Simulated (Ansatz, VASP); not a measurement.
SnPt3: VASP beside Ansatz

Contents of INCAR:

```
PREC = Accurate
ENCUT = 520
EDIFF = 1E-6
ISMEAR = -1
SIGMA = 0.05
LREAL = F
LASPH = T
NELM = 60
ALGO = Normal
ISIF = 2
LWAVE = F
LCHARG = F
NBANDS = 30
```

The input KPOINTS:

```
regular mesh
0
Gamma
  8 8 8
```

The input POSCAR:

```
SnPt3
1.0
    4.0000000000      0.0400000000      0.0400000000
    0.0400000000      4.0000000000      0.0400000000
    0.0400000000      0.0400000000      4.0000000000
Sn Pt
1 3
Direct
    0.0000000000      0.0000000000      0.0000000000
    0.0000000000      0.5000000000      0.5000000000
    0.5000000000      0.0000000000      0.5000000000
    0.5000000000      0.5000000000      0.0000000000
```

Input for Ansatz:

```yaml
crystal:
  lattice:
    - [4.0, 0.04, 0.04]
    - [0.04, 4.0, 0.04]
    - [0.04, 0.04, 4.0]
  atoms:
    - { symbol: Sn, position: [0.0, 0.0, 0.0] }
    - { symbol: Pt, position: [0.0, 0.5, 0.5] }
    - { symbol: Pt, position: [0.5, 0.0, 0.5] }
    - { symbol: Pt, position: [0.5, 0.5, 0.0] }
kpoints:
  mp_grid: { grid: [8, 8, 8] }
  band_path:
    path:
      - [0.0, 0.0, 0.0]
      - [0.5, 0.5, 0.5]
      - [0.5193194925, 0.4806805075, 0.5]
      - [0.5, -0.4806805075, 0.4806805075]
      - [0.5, 0.0, 0.0]
      - [0.0, 0.0, 0.0]
      - [0.4903402537, -0.4903402537, 0.0]
      - [0.5096597463, 0.0, 0.4903402537]
      - [0.5, 0.0, 0.5]
    npoints: 5
scf:
  occupations: { method: fermi_dirac, width: 0.05 }
hamiltonian:
  xc: lda
  pseudopotentials: { kind: all_electron, lapw: { basis_error: 0.0005 } }
output:
  forces: true
  stress: true
  eigenvalues: true
```

Change from the starting cell: equal xy, yz and zx shear strains of +2 %.

Alike in both runs: task single point; functional LDA; k mesh 8 × 8 × 8; occupations fermi-dirac, width 0.05 eV; no spin polarisation.

|  | VASP | Ansatz |
| --- | --- | --- |
| version | VASP 6.6.1 | Ansatz 0.2.0 |
| potentials or method | VASP PAW LDA potentials, release 64 (Sn_d, Pt), cutoff 520 eV | all-electron LAPW, scalar-relativistic |

Ansatz gave:

| Property | Result |
| --- | --- |
| pressure (GPa) | -3.3 |
| traceless stress, the component that is largest in VASP (GPa) | -1.48 |

Problem. What did VASP give for the same quantities?

Solution. Pressure (GPa): -2.6; traceless stress, the component that is largest in VASP (GPa): -1.53.

LDA's correlation is that of Perdew and Zunger in VASP and of Perdew and Wang (1992) in Ansatz. Ansatz ran all-electron here, and VASP with PAW potentials.

Spin-orbit coupling is off throughout.
